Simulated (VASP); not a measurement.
## CO4: single point with PBE+D3(BJ)

CO4:

```
O C
1.0
     7.19776    0.00000    0.00000
     0.00000    7.19776    0.00000
     0.00000    0.00000    7.19776
O C
12 3
Direct
  0.35185 0.56482 0.48473
  0.34260 0.50011 0.32834
  0.88597 0.72579 0.59837
  0.88989 0.65181 0.44597
  0.65929 0.07767 0.33703
  0.69265 0.21381 0.24233
  0.87273 0.09105 0.87146
  0.68312 0.30895 0.72196
  0.49340 0.65940 0.94639
  0.22369 0.48608 0.89107
  0.15201 0.13183 0.53668
  0.33061 0.03973 0.79333
  0.77794 0.19992 0.79686
  0.35873 0.57272 0.91899
  0.24104 0.08603 0.66533
```

```json
{"Program": "VASP 6.6.1", "Task": "single point", "Functional": "PBE", "Dispersion": "D3(BJ)", "Potentials or basis": "VASP PAW PBE potentials, release 64 (O_h, C_h)", "Cutoff": "1000 eV", "k mesh": "1 × 1 × 1", "Occupations": "fermi-dirac, width 0.02 eV", "Spin": "collinear spin", "Starting moments": "[1.0, 1.0, 1.0, 1.0, 1.0, 1.0, 0.0, 0.0, 0.0, 0.0, 0.0, 0.0, 0.0, 0.0, 0.0] μB"}
```

* Pressure: -0.3 GPa
* Largest force: 0.313 eV/Å
* Net moment: 6.00 μB per cell
* Site moments: O +0.62, +0.00 (each value once); C +0.00, -0.00 (each value once) μB
* Valence electrons inside the program's atomic spheres: O 3.31, 3.41 (each value once); C 1.54, 1.53 (each value once)
* Dispersion energy per atom: -0.035 eV

Forces on the atoms (eV/Å):
```
O    0.006 -0.039 -0.127
O   -0.005  0.055  0.132
O    0.005 -0.018 -0.052
O   -0.008  0.015  0.051
O   -0.003 -0.017  0.020
O   -0.007  0.018  0.001
O   -0.018  0.008 -0.004
O    0.036 -0.067  0.045
O   -0.045 -0.037  0.003
O    0.042  0.016  0.006
O    0.149 -0.053  0.201
O   -0.157  0.065 -0.263
C   -0.043  0.054 -0.044
C    0.019  0.006 -0.018
C    0.029 -0.008  0.050
```

Stress tensor (GPa, compression positive):
```
-0.33 -0.02 -0.21
-0.02 -0.24  0.01
-0.21  0.01 -0.38
```

Levels at points of the mesh, in eV from the Fermi level:
Spin up:
| k point | band 43 | band 44 | band 45 | band 46 | band 47 | band 48 |
| --- | --- | --- | --- | --- | --- | --- |
| (0.00, 0.00, 0.00) | -0.65 | -0.57 | -0.57 | 4.46 | 5.50 | 5.70 |
Spin down:
```tsv
k point	band 35	band 36	band 37	band 38	band 39	band 40	band 41	band 42	band 43	band 44
(0.00, 0.00, 0.00)	-2.86	-2.79	-2.72	-2.71	-2.67	1.42	1.48	1.59	1.68	1.74
```

It took 2.1 min on 1 thread of Intel(R) Xeon(R) 6975P-C (Granite Rapids) (shared host), peak memory 1.3 GiB.

Caveat: the k points lie up to 0.87 Å⁻¹ apart, too coarse for converged energies, forces and pressures.
